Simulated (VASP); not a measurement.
# ZnMo3 (Pm-3m) in VASP: single point with PBE0

Aim: the single point of ZnMo3 with PBE0.

Program: VASP 6.6.1. These are calculated values, not measurements. Logs are shortened: lines on timing, memory, paths and dates and some standing lists are left out, and cuts for length are marked.

### Step 1. The cell of the first run

Symmetry: Pm-3m, No. 221, cubic system. Conventional cell: a = 3.943 Å, b = 3.943 Å, c = 3.943 Å, α = 90.00°, β = 90.00°, γ = 90.00°. Mo (site symmetry 4/mmm) has 8 Mo at 2.79 Å and 4 Zn at 2.79 Å within 3.7 Å. Within 3.7 Å of Zn (site symmetry m-3m) lie 12 Mo at 2.79 Å.

### Step 2. Single point, PBE0

POSCAR

```
ZnMo3
1.0
    3.9431540000      0.0000000000      0.0000000000
    0.0000000000      3.9431540000      0.0000000000
    0.0000000000      0.0000000000      3.9431540000
Mo Zn
3 1
Direct
    0.5000000000      0.5000000000      0.0000000000
    0.5000000000      0.0000000000      0.5000000000
    0.0000000000      0.5000000000      0.5000000000
    0.0000000000      0.0000000000      0.0000000000
```

INCAR.step1

```
SYSTEM = ZnMo3
PREC = Accurate ; ENCUT = 520
EDIFF = 1E-5 ; ISMEAR = -1
SIGMA = 0.05 ; LREAL = .FALSE.
LASPH = .TRUE. ; NELM = 80
ALGO = Normal ; ISIF = 2
LWAVE = .TRUE. ; LCHARG = .FALSE.
NBANDS = 35 ; GGA = PE
KPAR = 4
```

INCAR.step2

```
SYSTEM = ZnMo3
PREC = Accurate ; ENCUT = 520
EDIFF = 1E-7 ; ISMEAR = -1
SIGMA = 0.05 ; LREAL = .FALSE.
LASPH = .TRUE. ; NELM = 80
ALGO = Normal ; ISIF = 2
LWAVE = .FALSE. ; LCHARG = .FALSE.
GGA = PE ; LHFCALC = .TRUE.
AEXX = 0.25 ; PRECFOCK = Normal
NBANDS = 35 ; ISTART = 1
KPAR = 4
```

KPOINTS

```
Automatic mesh
0
G
  4 4 4
  0 0 0
```

Potentials or basis: VASP PAW PBE potentials, release 64 (Mo_sv, Zn).

On the command line:

```console
$ cat potpaw_PBE.64/Mo_sv/POTCAR potpaw_PBE.64/Zn/POTCAR > POTCAR
$ cp INCAR.step1 INCAR
$ mpirun -np 4 vasp_std > vasp.out
$ cp INCAR.step2 INCAR
$ mpirun -np 4 vasp_std > vasp.out
```

OUTCAR:

```text
SYSTEM = ZnMo3
   PREC = Accurate
   ENCUT = 520
   EDIFF = 1E-7
   ISMEAR = -1
   LREAL = .FALSE.
   LASPH = .TRUE.
   NELM = 80
   ISIF = 2
   GGA = PE
   LHFCALC = .TRUE.
   AEXX = 0.25
   PRECFOCK = Normal
   ISTART = 1

 ion  position               nearest neighbor table
   1  0.500  0.500  0.000-   2 2.79   3 2.79   4 2.79   2 2.79   3 2.79   2 2.79   4 2.79   2 2.79
                             3 2.79   4 2.79   3 2.79   4 2.79
   2  0.500  0.000  0.500-   1 2.79   3 2.79   4 2.79   1 2.79   4 2.79   1 2.79   3 2.79   1 2.79
                             3 2.79   4 2.79   4 2.79   3 2.79
   3  0.000  0.500  0.500-   1 2.79   2 2.79   4 2.79   1 2.79   4 2.79   2 2.79   4 2.79   4 2.79
                             1 2.79   2 2.79   1 2.79   2 2.79
   4  0.000  0.000  0.000-   1 2.79   2 2.79   3 2.79   2 2.79   3 2.79   1 2.79   3 2.79   3 2.79
                             1 2.79   2 2.79   2 2.79   1 2.79

  LATTYP: Found a simple cubic cell.
 ALAT       =     3.9431540000

  Lattice vectors:

 A1 = (   3.9431540000,   0.0000000000,   0.0000000000)
 A2 = (   0.0000000000,   3.9431540000,   0.0000000000)
 A3 = (   0.0000000000,   0.0000000000,   3.9431540000)

Analysis of symmetry for initial positions (statically):
=====================================================================
 Subroutine PRICEL returns:
 Original cell was already a primitive cell.

 Routine SETGRP: Setting up the symmetry group for a
 simple cubic supercell.

 Subroutine GETGRP returns: Found 48 space group operations
 (whereof 48 operations were pure point group operations)
 out of a pool of 48 trial point group operations.

The static configuration has the point symmetry O_h .

Analysis of symmetry for dynamics (positions and initial velocities):
=====================================================================
 Subroutine PRICEL returns:
 Original cell was already a primitive cell.

 Routine SETGRP: Setting up the symmetry group for a
 simple cubic supercell.

 Subroutine GETGRP returns: Found 48 space group operations
 (whereof 48 operations were pure point group operations)
 out of a pool of 48 trial point group operations.

The dynamic configuration has the point symmetry O_h .

 Subroutine INISYM returns: Found 48 space group operations
 (whereof 48 operations are pure point group operations),
 and found     1 'primitive' translations

----------------------------------------------------------------------------------------

                                     Primitive cell

  volume of cell :      61.3100

  direct lattice vectors                    reciprocal lattice vectors
     3.943154000  0.000000000  0.000000000     0.253604095  0.000000000  0.000000000
     0.000000000  3.943154000  0.000000000     0.000000000  0.253604095  0.000000000
     0.000000000  0.000000000  3.943154000     0.000000000  0.000000000  0.253604095

  length of vectors
     3.943154000  3.943154000  3.943154000     0.253604095  0.253604095  0.253604095

  position of ions in fractional coordinates (direct lattice)
     0.500000000  0.500000000  0.000000000
     0.500000000  0.000000000  0.500000000
     0.000000000  0.500000000  0.500000000
     0.000000000  0.000000000  0.000000000

  ion indices of the primitive-cell ions
   primitive index   ion index
                 1           1
                 2           2
                 3           3
                 4           4

----------------------------------------------------------------------------------------

 KPOINTS: Automatic mesh

Automatic generation of k-mesh.
 Grid dimensions read from file:
 generate k-points for:    4    4    4

 Generating k-lattice:

  Cartesian coordinates                     Fractional coordinates (reciprocal lattice)
     0.063401024  0.000000000  0.000000000     0.250000000  0.000000000  0.000000000
     0.000000000  0.063401024  0.000000000     0.000000000  0.250000000  0.000000000
     0.000000000  0.000000000  0.063401024     0.000000000  0.000000000  0.250000000

  Length of vectors
     0.063401024  0.063401024  0.063401024

  Shift w.r.t. Gamma in fractional coordinates (k-lattice)
     0.000000000  0.000000000  0.000000000

 Subroutine IBZKPT returns following result:
 ===========================================

 Found     10 irreducible k-points:

 Following reciprocal coordinates:
            Coordinates               Weight
  0.000000  0.000000  0.000000      1.000000
  0.250000  0.000000  0.000000      6.000000
  0.500000  0.000000  0.000000      3.000000
  0.250000  0.250000  0.000000     12.000000
  0.500000  0.250000  0.000000     12.000000
  0.500000  0.500000  0.000000      3.000000
  0.250000  0.250000  0.250000      8.000000
  0.500000  0.250000  0.250000     12.000000
  0.500000  0.500000  0.250000      6.000000
  0.500000  0.500000  0.500000      1.000000
   k-points           NKPTS =     10   k-points in BZ     NKDIM =     64   number of bands    NBANDS=     35
   number of dos      NEDOS =    301   number of ions     NIONS =      4
   total plane-waves  NPLWV =  27000
   dimension x,y,z NGX =    30 NGY =   30 NGZ =   30
   dimension x,y,z NGXF=    60 NGYF=   60 NGZF=   60
   ions per type =               3   1
   NGX,Y,Z   is equivalent  to a cutoff of  12.65, 12.65, 12.65 a.u.
   NGXF,Y,Z  is equivalent  to a cutoff of  25.30, 25.30, 25.30 a.u.
 SYSTEM =  ZnMo3
   PREC   = accura    normal or accurate (medium, high low for compatibility)
   ISTART =      1    job   : 0-new  1-cont  2-samecut
   ICHARG =      0    charge: 1-file 2-atom 10-const
   ISPIN  =      1    spin polarized calculation?
   LNONCOLLINEAR =      F non collinear calculations
   LSORBIT =      F    spin-orbit coupling
   LASPH  =      T    aspherical Exc in radial PAW
   ENCUT  =  520.0 eV  38.22 Ry    6.18 a.u.   7.33  7.33  7.33*2*pi/ulx,y,z
   NELM   =     80;   NELMIN=  2; NELMDL=  0     # of ELM steps
   EDIFF  = 0.1E-06   stopping-criterion for ELM
   LREAL  =      F    real-space projection
   EDIFFG = 0.1E-05   stopping-criterion for IOM
   NSW    =      0    number of steps for IOM
   IBRION =     -1    ionic relax: 0-MD 1-quasi-New 2-CG
   NFREE  =      0    steps in history (QN), initial steepest desc. (CG)
   ISIF   =      2    stress and relaxation
   ISYM   =      3    0-nonsym 1-usesym 2-fastsym
   POTIM  = 0.5000    time-step for ionic-motion
   TEBEG  =    0.0;   TEEND  =   0.0 temperature during run
   PSTRESS=    0.0 pullay stress
   NELECT =      54.0000    total number of electrons
   NUPDOWN=      -1.0000    fix difference up-down
   EMIN   =  10.00;   EMAX   =-10.00  energy-range for DOS
   EFERMI =   0.00;   METHOD = LEGACY
   ISMEAR =    -1;   SIGMA  =   0.05  broadening in eV -4-tet -1-fermi 0-gaus
   EFERMI_NEDOS =   21; number of points for ismear=-14 and -15
   IALGO  =     38    algorithm
   IMIX   =      1    mixing-type and parameters
     AMIX     =   0.40;   BMIX     =  1.00
     AMIX_MAG =   1.60;   BMIX_MAG =  1.00
  volume/ion in A,a.u.               =      15.33       103.44
  Fermi-wavevector in a.u.,A,eV,Ry     =   1.569263  2.965477 33.505513  2.462586
  Thomas-Fermi vector in A             =   2.671171
   LORBIT       =      0    0 simple, 1 ext, 2 COOP (PROOUT), +10 PAW based schemes
   GGA     = PE    functional components
   LHFCALC =     T    Hartree Fock is set to
   PRECFOCK=normal    Normal, Fast or Accurate (Low or Medium for compatibility)
   ENCUT4O =  -1.0   cutoff for four orbital integrals eV
   NKREDX  =     1    reduce k-point grid by
   NKREDY  =     1    reduce k-point grid by
   NKREDZ  =     1    reduce k-point grid by
   AEXX    =    0.2500 exact exchange contribution
   HFSCREEN=    0.0000 screening length (either q_TF or 0.3 A-1)
   HFSCREENC=   0.0000 screening length for correlation (either q_TF or 0.3 A-1)
   ENCUTFOCK=  -1.0 apply spherical cutoff to Coloumb kernel
   IVDW    =     0    specifies the selected vdW correction
   LEPSILON=     F    determine dielectric tensor
   LRPA    =     F    only Hartree local field effects (RPA)
 non-spin polarized calculation
  energy-cutoff  :      520.00
  volume of cell :       61.31
 maximum number of plane-waves:      1671
 NGX is ok and might be reduce to    30
  NGX = 24; NGY = 24; NGZ = 24

 number of electron      54.0000015 magnetization

 Free energy of the ion-electron system (eV)
  ---------------------------------------------------
  ext. energy  EPLUGINS =         0.00000000
  ---------------------------------------------------
  free energy    TOTEN  =       -42.59199379 eV

  energy without entropy =      -42.58114223  energy(sigma->0) =      -42.58656801

 E-fermi :  10.3365     XC(G=0): -10.2250

 val. band max:        9.5595785768   @ k =   0.5000   0.0000   0.0000
 cond. band min:      10.3921720693   @ k =   0.5000   0.2500   0.0000
 fundamental gap:      0.8325934925
 Fermi energy:        10.3364979113

 k-point     1 :       0.0000    0.0000    0.0000
  band No.  band energies     occupation
      1     -55.6054      2.00000
      2     -55.3052      2.00000
      3     -55.3052      2.00000
      4     -28.6700      2.00000
      5     -28.6700      2.00000
      6     -28.6700      2.00000
[... 27 lines left out ...]
     34      15.5216      0.00000
     35      15.5216      0.00000

 k-point     2 :       0.2500    0.0000    0.0000
  band No.  band energies     occupation
      1     -55.5672      2.00000
      2     -55.3435      2.00000
      3     -55.3045      2.00000
      4     -28.5784      2.00000
      5     -28.5784      2.00000
      6     -28.5315      2.00000
[... 27 lines left out ...]
     34      15.5373      0.00000
     35      16.5949      0.00000

 k-point     3 :       0.5000    0.0000    0.0000
  band No.  band energies     occupation
      1     -55.5055      2.00000
      2     -55.4053      2.00000
      3     -55.3036      2.00000
      4     -28.4494      2.00000
      5     -28.4494      2.00000
      6     -28.2384      2.00000
[... 27 lines left out ...]
     34      15.5456      0.00000
     35      17.9306      0.00000
[... 191 lines left out ...]
 k-point     9 :       0.5000    0.5000    0.2500
  band No.  band energies     occupation
      1     -55.4029      2.00000
      2     -55.4028      2.00000
      3     -55.4028      2.00000
      4     -28.8448      2.00000
      5     -28.6197      2.00000
      6     -28.4681      2.00000
[... 27 lines left out ...]
     34      13.8162      0.00000
     35      15.7738      0.00000

 k-point    10 :       0.5000    0.5000    0.5000
  band No.  band energies     occupation
      1     -55.4019      2.00000
      2     -55.4019      2.00000
      3     -55.4019      2.00000
      4     -29.0278      2.00000
      5     -28.6185      2.00000
      6     -28.6185      2.00000
[... 27 lines left out ...]
     34      14.9501      0.00000
     35      14.9501      0.00000

------------------------ aborting loop because EDIFF is reached ----------------------------------------

  FORCE on cell =-STRESS in cart. coord.  units (eV):
  Direction    XX          YY          ZZ          XY          YZ          ZX
  --------------------------------------------------------------------------------------
  -------------------------------------------------------------------------------------
  Total       -2.3296611     -2.3296611     -2.3296611      0.0000000      0.0000000      0.0000000
  in kB      -60.8796449    -60.8796449    -60.8796449      0.0000000      0.0000000      0.0000000
  external PRESSURE =     -60.8796449 kB  Pullay stress =       0.0000000 kB

 VOLUME and BASIS-vectors are now :
 -----------------------------------------------------------------------------
  energy-cutoff  :      520.00
  volume of cell :       61.31
      direct lattice vectors                 reciprocal lattice vectors
     3.943154000  0.000000000  0.000000000     0.253604095  0.000000000  0.000000000
     0.000000000  3.943154000  0.000000000     0.000000000  0.253604095  0.000000000
     0.000000000  0.000000000  3.943154000     0.000000000  0.000000000  0.253604095

 POSITION                                       TOTAL-FORCE (eV/Angst)
 -----------------------------------------------------------------------------------
      1.97158      1.97158      0.00000         0.000000      0.000000      0.000000
      1.97158      0.00000      1.97158         0.000000      0.000000      0.000000
      0.00000      1.97158      1.97158         0.000000      0.000000      0.000000
      0.00000      0.00000      0.00000         0.000000      0.000000      0.000000
 -----------------------------------------------------------------------------------
    total drift:                                0.000000      0.000000      0.000000

  FREE ENERGIE OF THE ION-ELECTRON SYSTEM (eV)
  ---------------------------------------------------
  free  energy   TOTEN  =       -42.5919937896 eV

  energy  without entropy=      -42.5811422250  energy(sigma->0) =      -42.58656801
```

Run time: 49 min. Hardware: 4 MPI ranks of AMD EPYC 7R13 (Zen 3), shared host; peak memory 0.18 GiB.

Results:

| Property | Result |
| --- | --- |
| Free energy | -42.5920 eV |
| Pressure | -6.1 GPa |
| Band gap on the k mesh | zero (bands 27 and 28 overlap by 2.81 eV) |

Levels at points of the mesh, in eV from the Fermi level:
```tsv
k point	band 23	band 24	band 25	band 26	band 27	band 28	band 29	band 30	band 31	band 32
(0.00, 0.00, 0.00)	-4.41	-4.41	1.40	1.40	1.40	2.27	2.27	2.27	3.72	3.72
(0.50, 0.00, 0.00)	-3.90	-2.40	-1.84	-1.84	-0.78	0.39	0.91	1.14	1.14	1.76
(0.50, 0.50, 0.00)	-3.34	-3.34	-3.23	-1.65	-1.65	0.59	0.87	0.87	1.66	2.14
(0.50, 0.50, 0.50)	-2.17	-2.17	-1.22	-1.22	-1.22	1.42	1.47	1.47	1.47	2.46
```

Caveat: the k points lie up to 0.40 Å⁻¹ apart, too coarse for converged energies and pressures of a metal; the PAW data sets were made with another functional, which shifts forces and pressure a little.

The gap in the log of VASP goes by the Fermi energy; the results here count the filled bands.